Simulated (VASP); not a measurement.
The system is LiF.

```
F Li
1.0
     2.55953    0.00000    0.00000
     0.00000    2.55953    0.00000
     0.00000    0.00000    2.55953
F Li
1 1
Direct
  0.50000 0.50000 0.50000
  0.00000 0.00000 0.00000
```

```yaml
Program: VASP 6.6.1
Task: relaxation of cell and atoms
Functional: PBEsol
Potentials_or_basis: VASP PAW PBE potentials, release 64 (F, Li_sv)
Cutoff: 600 eV
k_mesh: 10 × 10 × 10
Occupations: fermi-dirac, width 0.05 eV
Spin: no spin polarisation
```

At the start: pressure -3.5 GPa; volume 8.38 Å³/atom.

Where does the relaxation end?

Over 3 steps the energy falls by 4.9 meV/atom and the volume is 7.99 Å³/atom (-4.7 %); space group Pm-3m (No. 221, to 0.05 Å).

Step by step:
| step | energy change (eV) | largest force (eV/Å) | pressure (GPa) | volume (Å³) |
| --- | --- | --- | --- | --- |
| 1 | 0.0000 | 0.0000 | -3.48 | 16.77 |
| 2 | -0.0074 | 0.0000 | -1.85 | 16.33 |
| 3 | -0.0099 | 0.0000 | -0.31 | 15.97 |

Final structure:
```
F Li
1.0
     2.51846    0.00000    0.00000
     0.00000    2.51846    0.00000
     0.00000    0.00000    2.51846
F Li
1 1
Cartesian
  1.2592 1.2592 1.2592
  0.0000 0.0000 0.0000
```

Caveat: the cutoff is under 1.25 times the usual one of these potentials, so pressure, stress and relaxed cells hold a basis-set (Pulay) error; the PAW data sets were made with another functional, which shifts forces and pressure a little.
